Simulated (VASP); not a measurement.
Crystal: Mg3Zn13S16.

```
CELL_PARAMETERS angstrom
10.82474 0.00000 0.00000
0.00000 10.82474 0.00000
0.00000 0.00000 10.82474
ATOMIC_POSITIONS crystal
Zn 0.99840 0.99683 0.99863
Zn 0.99836 0.00033 0.50068
Zn 0.00274 0.49518 0.99983
Zn 0.00092 0.50131 0.49967
Zn 0.49826 0.00174 0.99828
Zn 0.49894 0.99839 0.49478
Zn 0.50229 0.49983 0.99987
Zn 0.49786 0.50144 0.50264
Zn 0.24961 0.25047 0.99985
Zn 0.25019 0.25088 0.49849
Zn 0.24703 0.75103 0.50141
Zn 0.74959 0.24953 0.00086
Zn 0.74936 0.24793 0.49935
Zn 0.74731 0.74764 0.99793
Zn 0.74774 0.74934 0.50257
Zn 0.25059 0.00118 0.75012
Zn 0.75444 0.00099 0.24976
Zn 0.74925 0.99912 0.74975
Zn 0.74960 0.49885 0.75191
Zn 0.00134 0.24457 0.24832
Zn 0.00081 0.24897 0.75194
Zn 0.99981 0.74842 0.24872
Zn 0.99918 0.75174 0.74970
Zn 0.50290 0.24899 0.24858
Zn 0.49933 0.25051 0.74888
Zn 0.50004 0.74861 0.74924
S 0.12590 0.12863 0.12208
S 0.12254 0.12480 0.62206
S 0.12217 0.62362 0.12257
S 0.12440 0.62731 0.62880
S 0.62813 0.12791 0.12180
S 0.62504 0.12626 0.62487
S 0.62725 0.62614 0.12343
S 0.62558 0.62373 0.62368
S 0.37716 0.37340 0.12534
S 0.37711 0.37444 0.62867
S 0.37683 0.87430 0.12273
S 0.37757 0.87549 0.62485
S 0.87702 0.37802 0.12320
S 0.87504 0.37197 0.62764
S 0.87710 0.87666 0.12147
S 0.87497 0.87812 0.62108
S 0.37341 0.12200 0.37606
S 0.37826 0.12449 0.87326
S 0.37378 0.62831 0.37422
S 0.37411 0.62548 0.87747
S 0.87564 0.12613 0.37393
S 0.87539 0.12395 0.87667
S 0.87433 0.62234 0.37467
S 0.87182 0.62707 0.87339
S 0.12456 0.37751 0.37517
S 0.12665 0.37399 0.87609
S 0.12483 0.87576 0.37497
S 0.12461 0.87538 0.87185
S 0.62452 0.37206 0.37630
S 0.62396 0.37265 0.87497
S 0.62384 0.87729 0.37418
S 0.62338 0.87333 0.87636
Mg 0.25238 0.75289 0.00034
Mg 0.25019 0.99952 0.24841
Mg 0.25112 0.50108 0.25166
Mg 0.24640 0.49980 0.75100
Mg 0.75124 0.49999 0.25038
Mg 0.50062 0.75231 0.24903
```

* Program: VASP 6.6.1
* Task: relaxation of volume and atoms at fixed shape
* Functional: PBEsol
* Potentials or basis: VASP PAW PBE potentials, release 64 (Zn, S, Mg)
* Cutoff: 500 eV
* k mesh: 1 × 1 × 1, shifted
* Occupations: fermi-dirac, width 0.05 eV
* Spin: no spin polarisation

At the start: pressure 0.2 GPa; volume 19.82 Å³/atom.

Q: Where does the relaxation end?

A: Over 12 steps the energy falls by 14.6 meV/atom and the volume is 19.83 Å³/atom (+0.1 %); space group P1 (No. 1, to 0.1 Å) before, Cm (No. 8, to 0.1 Å).

Step by step:
```csv
step,energy change (eV),largest force (eV/Å),pressure (GPa),volume (Å³)
1,0.0000,1.1990,0.23,1268.39
2,-0.6348,0.4898,-0.21,1273.54
3,-0.7718,0.4312,-0.44,1277.39
4,-0.8579,0.2174,0.19,1266.54
5,-0.8660,0.1570,0.45,1262.01
6,-0.9079,0.1386,0.00,1269.42
7,-0.9106,0.1483,-0.14,1271.78
8,-0.9257,0.0578,-0.03,1270.05
9,-0.9282,0.0529,0.04,1268.93
10,-0.9311,0.0321,-0.01,1269.74
11,-0.9317,0.0364,-0.04,1270.21
12,-0.9328,0.0211,0.03,1269.14
```

Final structure:
```xyz
64
Lattice="10.8269 0.0000 0.0000 0.0000 10.8269 0.0000 0.0000 0.0000 10.8269" Properties=species:S:1:pos:R:3 pbc="T T T"
Zn   10.7931    0.0178   10.7969
Zn   10.8031    0.0069    5.4279
Zn   10.7945    5.3950   10.8006
Zn   10.8040    5.4128    5.4416
Zn    5.4581    0.0417   10.7834
Zn    5.4352    0.0190    5.4404
Zn    5.4605    5.3753   10.7894
Zn    5.4284    5.3989    5.4514
Zn    2.7188    2.6908   10.8044
Zn    2.7080    2.6930    5.4283
Zn    2.6818    8.1480    5.4548
Zn    8.1300    2.6887   10.8026
Zn    8.1250    2.6871    5.4342
Zn    8.1377    8.1363   10.7856
Zn    8.1318    8.1398    5.4495
Zn    2.7103    0.0254    8.0934
Zn    8.1508    0.0188    2.7014
Zn    8.1142    0.0025    8.1138
Zn    8.1239    5.4057    8.1162
Zn   10.8177    2.6898    2.7017
Zn   10.8102    2.6794    8.1193
Zn   10.7853    8.1311    2.7234
Zn   10.7799    8.1491    8.1000
Zn    5.4442    2.6800    2.7107
Zn    5.4392    2.6901    8.1110
Zn    5.4492    8.1340    8.1005
S     1.2992    1.3911    1.2898
S     1.3423    1.3521    6.7568
S     1.2508    6.7673    1.3460
S     1.2880    6.8153    6.7473
S     6.7937    1.3520    1.3439
S     6.7818    1.3462    6.7802
S     6.7934    6.7578    1.2553
S     6.7854    6.7632    6.7664
S     4.1215    4.0026    1.3028
S     4.1049    3.9959    6.7360
S     4.1132    9.5472    1.2971
S     4.0686    9.4845    6.7715
S     9.5065    3.9945    1.3006
S     9.4652    4.0457    6.7767
S     9.4672    9.4786    1.3364
S     9.4522    9.5003    6.7726
S     4.1065    1.3898    4.1092
S     4.0675    1.3555    9.4441
S     4.0593    6.7754    4.1661
S     4.1587    6.7569    9.4534
S     9.4754    1.3585    4.0618
S     9.4470    1.3422    9.4481
S     9.4902    6.8050    4.1199
S     9.4703    6.7651    9.4465
S     1.2858    3.9967    4.1242
S     1.3055    4.0047    9.4995
S     1.2946    9.4428    4.1039
S     1.2862    9.5431    9.3925
S     6.7340    4.0086    4.1140
S     6.7922    4.0299    9.4460
S     6.8401    9.5416    4.1193
S     6.7805    9.4845    9.4514
Mg    2.6879    8.1462   10.7803
Mg    2.6847    0.0290    2.7159
Mg    2.6924    5.3803    2.7232
Mg    2.6999    5.3964    8.1007
Mg    8.1370    5.3842    2.7106
Mg    5.4538    8.1419    2.7192
```

Caveat: the PAW data sets were made with another functional, which shifts forces and pressure a little.
